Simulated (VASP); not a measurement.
Here is a VASP 6.6.1 calculation.

File INCAR:

```
  ALGO = Fast
  EDIFF = 1E-7
  ENCUT = 520
  GGA = PS
  ISIF = 2
  ISMEAR = 0
  LASPH = T
  LCHARG = T
  LELF = T
  LREAL = F
  LVHAR = T
  LWAVE = F
  NBANDS = 32
  NELM = 60
  PREC = Accurate
  SIGMA = 0.15
```

KPOINTS

```
k-points
0
Gamma
  19 19 7
```

File POSCAR:

```
TiAl
1.0
    0.0000000000     -3.1564740775      0.0000000000
    0.0000000000      0.0000000000     -3.1564740775
    9.7194222324      0.0000000000      0.0000000000
Ti Al
3 3
Direct
    0.0000000000      0.0000000000      0.2435533386
    0.0000000000      0.0000000000      0.5683127741
    0.0000000000      0.0000000000      0.8930722096
    0.5000000000      0.5000000000      0.0811736209
    0.5000000000      0.5000000000      0.4059330564
    0.5000000000      0.5000000000      0.7306924919
```

Potentials or basis: VASP PAW PBE potentials, release 64 (Ti_sv, Al).

Command:

```console
$ cat potpaw_PBE.64/Ti_sv/POTCAR potpaw_PBE.64/Al/POTCAR > POTCAR
$ mpirun -np 1 vasp_std > vasp.out
```

Q: What does it give for the largest force?

A: 0.748 eV/Å.

Q: What does it give for the band gap on the k mesh?

A: Zero (an odd number of electrons rules out a gap without spin polarisation).

Q: Estimate the pressure.

A: -2.4 GPa.

Forces in eV/Å, atoms in the order of the input:
```
Ti  -0.060  0.000  0.000
Ti  -0.025  0.000  0.000
Ti   0.748  0.000  0.000
Al  -0.680  0.000  0.000
Al   0.021  0.000  0.000
Al  -0.003  0.000  0.000
```

Caveat: the cell differs from its parent crystal (the distance across one plane changed); the PAW data sets were made with another functional, which shifts forces and pressure a little.
